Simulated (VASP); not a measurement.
# Rb in VASP: notebook

The runs below take Rb through single point, with PBE.

Everything below comes from runs of VASP 6.6.1. Logs are shortened: lines on timing, memory, paths and dates and some standing lists are left out, and cuts for length are marked.

### Step 1. The cell of the first run

The typed cell holds 2 atoms: a = 4.908 Å, b = 4.908 Å, c = 7.972 Å, α = 90.00°, β = 90.00°, γ = 120.00°.

### Step 2. Single point, PBE (volume scaled by 0.91, then relaxed in part)

INCAR reads:

```
SYSTEM = Rb
PREC = Accurate ; ENCUT = 520
EDIFF = 1E-7 ; ISMEAR = 0
SIGMA = 0.1 ; LREAL = .FALSE.
LASPH = .TRUE. ; NELM = 80
ALGO = Fast ; ISIF = 2
LWAVE = .FALSE. ; LCHARG = .FALSE.
GGA = PE ; NBANDS = 16
```

KPOINTS reads:

```
Automatic mesh
0
G
  12 12 8
  0 0 0
```

POSCAR reads:

```
Rb
1.0
    4.9078701140      0.0000000000      0.0000000000
   -2.4539350570      4.2503401972      0.0000000000
    0.0000000000      0.0000000000      7.9724396373
Rb
2
Direct
    0.6666666667      0.3333333333      0.2499780873
    0.3333333333      0.6666666667      0.7500219127
```

Potentials or basis: VASP PAW PBE potentials, release 64 (Rb_sv).

Run with:

```console
$ cat potpaw_PBE.64/Rb_sv/POTCAR > POTCAR
$ mpirun -np 1 vasp_std > vasp.out
```

OUTCAR:

```text
SYSTEM = Rb
   PREC = Accurate
   ENCUT = 520
   EDIFF = 1E-7
   ISMEAR = 0
   LREAL = .FALSE.
   LASPH = .TRUE.
   NELM = 80
   ISIF = 2
   GGA = PE

 ion  position               nearest neighbor table
   1  0.667  0.333  0.250-   2 4.89   2 4.89   2 4.89   2 4.89   2 4.89   2 4.89
   2  0.333  0.667  0.750-   1 4.89   1 4.89   1 4.89   1 4.89   1 4.89   1 4.89

  LATTYP: Found a hexagonal cell.
 ALAT       =     4.9078701140
 C/A-ratio  =     1.6244194431

  Lattice vectors:

 A1 = (   4.9078701140,   0.0000000000,   0.0000000000)
 A2 = (  -2.4539350570,   4.2503401972,   0.0000000000)
 A3 = (   0.0000000000,   0.0000000000,   7.9724396373)

Analysis of symmetry for initial positions (statically):
=====================================================================
 Subroutine PRICEL returns:
 Original cell was already a primitive cell.

 Routine SETGRP: Setting up the symmetry group for a
 hexagonal supercell.

 Subroutine GETGRP returns: Found 12 space group operations
 (whereof 12 operations were pure point group operations)
 out of a pool of 24 trial point group operations.

The static configuration has the point symmetry D_3d.

Analysis of symmetry for dynamics (positions and initial velocities):
=====================================================================
 Subroutine PRICEL returns:
 Original cell was already a primitive cell.

 Routine SETGRP: Setting up the symmetry group for a
 hexagonal supercell.

 Subroutine GETGRP returns: Found 12 space group operations
 (whereof 12 operations were pure point group operations)
 out of a pool of 24 trial point group operations.

The dynamic configuration has the point symmetry D_3d.

 Subroutine INISYM returns: Found 12 space group operations
 (whereof 12 operations are pure point group operations),
 and found     1 'primitive' translations

----------------------------------------------------------------------------------------

                                     Primitive cell

  volume of cell :     166.3060

  direct lattice vectors                    reciprocal lattice vectors
     4.907870114  0.000000000  0.000000000     0.203754373  0.117637642  0.000000000
    -2.453935057  4.250340197  0.000000000     0.000000000  0.235275285  0.000000000
     0.000000000  0.000000000  7.972439637     0.000000000  0.000000000  0.125432119

  length of vectors
     4.907870114  4.907870114  7.972439637     0.235275285  0.235275285  0.125432119

  position of ions in fractional coordinates (direct lattice)
     0.666666667  0.333333333  0.249978087
     0.333333333  0.666666667  0.750021913

  ion indices of the primitive-cell ions
   primitive index   ion index
                 1           1
                 2           2

----------------------------------------------------------------------------------------

 KPOINTS: Automatic mesh

Automatic generation of k-mesh.
 Grid dimensions read from file:
 generate k-points for:   12   12    8

 Generating k-lattice:

  Cartesian coordinates                     Fractional coordinates (reciprocal lattice)
     0.016979531  0.009803137  0.000000000     0.083333333  0.000000000  0.000000000
     0.000000000  0.019606274  0.000000000     0.000000000  0.083333333  0.000000000
     0.000000000  0.000000000  0.015679015     0.000000000  0.000000000  0.125000000

  Length of vectors
     0.019606274  0.019606274  0.015679015

  Shift w.r.t. Gamma in fractional coordinates (k-lattice)
     0.000000000  0.000000000  0.000000000

 Subroutine IBZKPT returns following result:
 ===========================================

 Found    131 irreducible k-points:

 Following reciprocal coordinates:
            Coordinates               Weight
  0.000000  0.000000  0.000000      1.000000
  0.083333  0.000000  0.000000      6.000000
  0.166667 -0.000000  0.000000      6.000000
  0.250000 -0.000000  0.000000      6.000000
  0.333333 -0.000000  0.000000      6.000000
  0.416667 -0.000000  0.000000      6.000000
[... 16 lines left out ...]
  0.166667 -0.000000  0.125000      6.000000
  0.000000  0.166667  0.125000      6.000000
 [... further k-points ...]
   k-points           NKPTS =    131   k-points in BZ     NKDIM =    131   number of bands    NBANDS=     16
   number of dos      NEDOS =    301   number of ions     NIONS =      2
   total plane-waves  NPLWV =  96000
   dimension x,y,z NGX =    40 NGY =   40 NGZ =   60
   dimension x,y,z NGXF=    80 NGYF=   80 NGZF=  120
   ions per type =               2
   NGX,Y,Z   is equivalent  to a cutoff of  13.55, 13.55, 12.51 a.u.
   NGXF,Y,Z  is equivalent  to a cutoff of  27.10, 27.10, 25.02 a.u.
 SYSTEM =  Rb
   PREC   = accura    normal or accurate (medium, high low for compatibility)
   ISTART =      0    job   : 0-new  1-cont  2-samecut
   ICHARG =      2    charge: 1-file 2-atom 10-const
   ISPIN  =      1    spin polarized calculation?
   LNONCOLLINEAR =      F non collinear calculations
   LSORBIT =      F    spin-orbit coupling
   LASPH  =      T    aspherical Exc in radial PAW
   ENCUT  =  520.0 eV  38.22 Ry    6.18 a.u.   9.13  9.13 14.82*2*pi/ulx,y,z
   NELM   =     80;   NELMIN=  2; NELMDL= -5     # of ELM steps
   EDIFF  = 0.1E-06   stopping-criterion for ELM
   LREAL  =      F    real-space projection
   EDIFFG = 0.1E-05   stopping-criterion for IOM
   NSW    =      0    number of steps for IOM
   IBRION =     -1    ionic relax: 0-MD 1-quasi-New 2-CG
   NFREE  =      0    steps in history (QN), initial steepest desc. (CG)
   ISIF   =      2    stress and relaxation
   ISYM   =      2    0-nonsym 1-usesym 2-fastsym
   POTIM  = 0.5000    time-step for ionic-motion
   TEBEG  =    0.0;   TEEND  =   0.0 temperature during run
   PSTRESS=    0.0 pullay stress
   NELECT =      18.0000    total number of electrons
   NUPDOWN=      -1.0000    fix difference up-down
   EMIN   =  10.00;   EMAX   =-10.00  energy-range for DOS
   EFERMI =   0.00;   METHOD = LEGACY
   ISMEAR =     0;   SIGMA  =   0.10  broadening in eV -4-tet -1-fermi 0-gaus
   EFERMI_NEDOS =   21; number of points for ismear=-14 and -15
   IALGO  =     68    algorithm
   IMIX   =      4    mixing-type and parameters
     AMIX     =   0.40;   BMIX     =  1.00
     AMIX_MAG =   1.60;   BMIX_MAG =  1.00
  volume/ion in A,a.u.               =      83.15       561.14
  Fermi-wavevector in a.u.,A,eV,Ry     =   0.780183  1.474332  8.281664  0.608685
  Thomas-Fermi vector in A             =   1.883441
   LORBIT       =      0    0 simple, 1 ext, 2 COOP (PROOUT), +10 PAW based schemes
   GGA     = PE    functional components
   LHFCALC =     F    Hartree Fock is set to
   AEXX    =    0.0000 exact exchange contribution
   IVDW    =     0    specifies the selected vdW correction
   LEPSILON=     F    determine dielectric tensor
   LRPA    =     F    only Hartree local field effects (RPA)
 non-spin polarized calculation
 RMM-DIIS sequential band-by-band and
 Gauss-broadening in eV      SIGMA  =   0.10
  energy-cutoff  :      520.00
  volume of cell :      166.31
 maximum number of plane-waves:      4530
 NGX is ok and might be reduce to    40
   NGX = 19   NGY = 19   NGZ = 29

 number of electron      18.0000000 magnetization

 Free energy of the ion-electron system (eV)
  ---------------------------------------------------
  ext. energy  EPLUGINS =         0.00000000
  ---------------------------------------------------
  free energy    TOTEN  =        -1.86526117 eV

  energy without entropy =       -1.85755475  energy(sigma->0) =       -1.86140796

 E-fermi :   0.2203     XC(G=0):  -5.6872

 val. band max:        0.1988953591   @ k =   0.2500  -0.0000   0.2500
 cond. band min:       0.2330614270   @ k =   0.2500   0.2500   0.3750
 fundamental gap:      0.0341660679
 Fermi energy:         0.2202601233

 k-point     1 :       0.0000    0.0000    0.0000
  band No.  band energies     occupation
      1     -28.6299      2.00000
      2     -28.6239      2.00000
      3     -12.7930      2.00000
      4     -12.6814      2.00000
      5     -12.6814      2.00000
      6     -12.6634      2.00000
[... 8 lines left out ...]
     15       4.1963      0.00000
     16       4.1965      0.00000

 k-point     2 :       0.0833    0.0000    0.0000
  band No.  band energies     occupation
      1     -28.6296      2.00000
      2     -28.6237      2.00000
      3     -12.7901      2.00000
      4     -12.6878      2.00000
      5     -12.6834      2.00000
      6     -12.6701      2.00000
[... 8 lines left out ...]
     15       4.0718      0.00000
     16       4.2783      0.00000

 k-point     3 :       0.1667   -0.0000    0.0000
  band No.  band energies     occupation
      1     -28.6286      2.00000
      2     -28.6233      2.00000
      3     -12.7818      2.00000
      4     -12.7055      2.00000
      5     -12.6890      2.00000
      6     -12.6883      2.00000
[... 8 lines left out ...]
     15       3.9761      0.00000
     16       4.2820      0.00000

 k-point     4 :       0.2500   -0.0000    0.0000
  band No.  band energies     occupation
      1     -28.6272      2.00000
      2     -28.6227      2.00000
      3     -12.7694      2.00000
      4     -12.7300      2.00000
      5     -12.7123      2.00000
      6     -12.6963      2.00000
[... 8 lines left out ...]
     15       4.0368      0.00000
     16       4.2312      0.00000

 k-point     5 :       0.3333   -0.0000    0.0000
  band No.  band energies     occupation
      1     -28.6258      2.00000
      2     -28.6223      2.00000
      3     -12.7549      2.00000
      4     -12.7546      2.00000
      5     -12.7357      2.00000
      6     -12.7034      2.00000
[... 8 lines left out ...]
     15       3.8325      0.00000
     16       4.5474      0.00000

 k-point     6 :       0.4167   -0.0000    0.0000
  band No.  band energies     occupation
      1     -28.6246      2.00000
      2     -28.6221      2.00000
      3     -12.7727      2.00000
      4     -12.7524      2.00000
      5     -12.7415      2.00000
      6     -12.7085      2.00000
[... 8 lines left out ...]
     15       3.7043      0.00000
     16       4.8558      0.00000

 k-point     7 :       0.5000   -0.0000    0.0000
  band No.  band energies     occupation
      1     -28.6241      2.00000
      2     -28.6221      2.00000
      3     -12.7793      2.00000
      4     -12.7584      2.00000
      5     -12.7352      2.00000
      6     -12.7103      2.00000
[... 8 lines left out ...]
     15       3.6608      0.00000
     16       4.9942      0.00000

 k-point     8 :       0.0833    0.0833    0.0000
  band No.  band energies     occupation
      1     -28.6289      2.00000
      2     -28.6234      2.00000
      3     -12.7845      2.00000
      4     -12.6987      2.00000
      5     -12.6904      2.00000
      6     -12.6797      2.00000
[... 8 lines left out ...]
     15       4.1538      0.00000
     16       4.3164      0.00000

 k-point     9 :       0.1667    0.0833    0.0000
  band No.  band energies     occupation
      1     -28.6277      2.00000
      2     -28.6229      2.00000
      3     -12.7741      2.00000
      4     -12.7182      2.00000
      5     -12.7074      2.00000
      6     -12.6905      2.00000
[... 8 lines left out ...]
     15       4.0123      0.00000
     16       4.1883      0.00000
[... 172 lines left out ...]
 k-point    19 :       0.3333    0.3333    0.0000
  band No.  band energies     occupation
      1     -28.6226      2.00000
      2     -28.6226      2.00000
      3     -12.7590      2.00000
      4     -12.7401      2.00000
      5     -12.7401      2.00000
      6     -12.7196      2.00000
[... 8 lines left out ...]
     15       3.0653      0.00000
     16       4.0076      0.00000

 k-point    20 :       0.0000    0.0000    0.1250
  band No.  band energies     occupation
      1     -28.6297      2.00000
      2     -28.6241      2.00000
      3     -12.7882      2.00000
      4     -12.6807      2.00000
      5     -12.6807      2.00000
      6     -12.6673      2.00000
[... 8 lines left out ...]
     15       4.1428      0.00000
     16       4.1429      0.00000

 k-point    21 :       0.0833    0.0000    0.1250
  band No.  band energies     occupation
      1     -28.6294      2.00000
      2     -28.6239      2.00000
      3     -12.7856      2.00000
      4     -12.6870      2.00000
      5     -12.6827      2.00000
      6     -12.6735      2.00000
[... 8 lines left out ...]
     15       3.9271      0.00000
     16       4.1994      0.00000

 k-point    22 :       0.0000    0.0833    0.1250
  band No.  band energies     occupation
      1     -28.6294      2.00000
      2     -28.6239      2.00000
      3     -12.7856      2.00000
      4     -12.6870      2.00000
      5     -12.6827      2.00000
      6     -12.6735      2.00000
[... 8 lines left out ...]
     15       3.9270      0.00000
     16       4.1995      0.00000

 k-point    23 :       0.1667   -0.0000    0.1250
  band No.  band energies     occupation
      1     -28.6284      2.00000
      2     -28.6235      2.00000
      3     -12.7782      2.00000
      4     -12.7043      2.00000
      5     -12.6913      2.00000
      6     -12.6881      2.00000
[... 8 lines left out ...]
     15       3.9477      0.00000
     16       4.2435      0.00000

 k-point    24 :       0.0000    0.1667    0.1250
  band No.  band energies     occupation
      1     -28.6284      2.00000
      2     -28.6235      2.00000
      3     -12.7782      2.00000
      4     -12.7043      2.00000
      5     -12.6913      2.00000
      6     -12.6881      2.00000
[... 8 lines left out ...]
     15       3.9477      0.00000
     16       4.2441      0.00000

 [... further k-points ...]
[... 5 lines left out ...]
  --------------------------------------------------------------------------------------
  -------------------------------------------------------------------------------------
  Total        0.3261272      0.3261272      0.3152614      0.0000000     -0.0000000      0.0000000
  in kB        3.1418802      3.1418802      3.0371999      0.0000000     -0.0000000      0.0000000
  external PRESSURE =       3.1069867 kB  Pullay stress =       0.0000000 kB

 VOLUME and BASIS-vectors are now :
 -----------------------------------------------------------------------------
  energy-cutoff  :      520.00
  volume of cell :      166.31
      direct lattice vectors                 reciprocal lattice vectors
     4.907870114  0.000000000  0.000000000     0.203754373  0.117637642  0.000000000
    -2.453935057  4.250340197  0.000000000     0.000000000  0.235275285  0.000000000
     0.000000000  0.000000000  7.972439637     0.000000000  0.000000000  0.125432119

 POSITION                                       TOTAL-FORCE (eV/Angst)
 -----------------------------------------------------------------------------------
      2.45394      1.41678      1.99294        -0.000000      0.000000      0.000179
     -0.00000      2.83356      5.97950         0.000000     -0.000000     -0.000179
 -----------------------------------------------------------------------------------
    total drift:                                0.000000     -0.000000      0.000000

  FREE ENERGIE OF THE ION-ELECTRON SYSTEM (eV)
  ---------------------------------------------------
  free  energy   TOTEN  =        -1.8652611693 eV

  energy  without entropy=       -1.8575547497  energy(sigma->0) =       -1.86140796
```

It took 3.6 min on 1 thread of Intel Xeon 6975P-C (Granite Rapids), shared host; peak memory 0.48 GiB.

Results:

- Free energy: -1.8653 eV
- Pressure: 0.3 GPa
- Band gap on the k mesh: zero (band 9 reaches 1.28 eV, above the bottom of band 10 at -1.14 eV)

### Step 3. Single point, PBE (volume scaled by 0.94, then relaxed in part)

INCAR reads:

```
SYSTEM = Rb
ALGO     = Fast           ! electronic algorithm
EDIFF    = 1E-7           ! SCF threshold, eV
ENCUT    = 520            ! plane-wave cutoff, eV
GGA      = PE             ! functional
ISIF     = 2              ! what is computed and relaxed
ISMEAR   = 0              ! smearing method
LASPH    = .TRUE.         ! aspherical terms in the spheres
LCHARG   = .TRUE.         ! write CHGCAR
LELF     = .TRUE.         ! ELF
LREAL    = .FALSE.        ! projectors in reciprocal space
LVHAR    = .TRUE.       
LWAVE    = .FALSE.        ! write WAVECAR
NBANDS   = 16             ! bands
NELM     = 100            ! most SCF steps
PREC     = Accurate       ! precision mode
SIGMA    = 0.1            ! smearing width, eV
```

KPOINTS reads:

```
k-points
0
G
  12 12 8
  0 0 0
```

POSCAR reads:

```
Rb
1.0
    4.9612207080      0.0000000000      0.0000000000
   -2.4806103540      4.2965431669      0.0000000000
    0.0000000000      0.0000000000      8.0591033795
Rb
2
Direct
    0.6666666667      0.3333333333      0.2499780873
    0.3333333333      0.6666666667      0.7500219127
```

Potentials or basis: VASP PAW PBE potentials, release 64 (Rb_sv).

Run with:

```console
$ cat potpaw_PBE.64/Rb_sv/POTCAR > POTCAR
$ mpirun -np 1 vasp_std > vasp.out
```

Run time: 3.1 min. Hardware: 1 thread of Intel Xeon 6975P-C (Granite Rapids), shared host; peak memory 0.48 GiB.

It converged, with:

```yaml
Free_energy: -1.8739 eV
Pressure: 0.2 GPa
Band_gap_on_the_k_mesh: zero (band 9 reaches 1.20 eV, above the bottom of band 10 at -1.20 eV)
```

Levels at points of the mesh, in eV from the Fermi level:
```
           k point  band 7  band 8  band 9  band 10  band 11  band 12
(0.00, 0.00, 0.00)  -12.90  -12.90   -2.05     0.14     0.71     3.51
(0.50, 0.00, 0.00)  -12.93  -12.92    0.04     0.32     1.29     1.55
(0.00, 0.00, 0.50)  -12.91  -12.91   -1.34    -1.34     2.37     2.37
(0.50, 0.00, 0.50)  -12.93  -12.93    0.40     0.40     0.95     0.95
```
